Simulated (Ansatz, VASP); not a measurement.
Two plane-wave programs on MgH

```
CELL_PARAMETERS angstrom
3.04942 0.00000 0.00000
-1.52471 2.64088 0.00000
0.00000 0.00000 15.35352
ATOMIC_POSITIONS crystal
Mg 0.00000 0.00000 0.00000
Mg 0.33333 0.66667 0.25000
Mg 0.00000 0.00000 0.50000
Mg 0.66667 0.33333 0.75000
H 0.33333 0.66667 0.94131
H 0.66667 0.33333 0.05869
H 0.66667 0.33333 0.44131
H 0.33333 0.66667 0.55869
```

Alike in both runs: functional r2SCAN; k mesh 12 × 12 × 2; occupations gaussian, width 0.1 eV; no spin polarisation.

Ansatz relaxed the structure, and its values are those at the end. VASP's run is a single point on that final structure, the one shown.

|  | VASP | Ansatz |
| --- | --- | --- |
| version | VASP 6.6.1 | Ansatz 0.2.0 |
| potentials or method | VASP PAW PBE potentials, release 64 (Mg, H), cutoff 520 eV | scalar-relativistic, plane waves, PAW |
| valence electrons in the cell | 12 | 44 |

VASP gave:

```
gap on the k mesh at the Fermi level (eV) : none
pressure (GPa)                            : -0.2
```

Q: What did Ansatz give for the same quantities?

A: gap on the k mesh at the Fermi level (eV): none; pressure (GPa): 0.1.

VASP's potentials were made for PBE, not for r2SCAN. A gap of «none» marks a metal or a gap that the smearing closes. The functional is the same, so the differences come from potentials, cutoffs and numerics. VASP's potentials hold 12 valence electrons a cell and Ansatz's 44, so a difference there can come from the potentials and not from the codes.
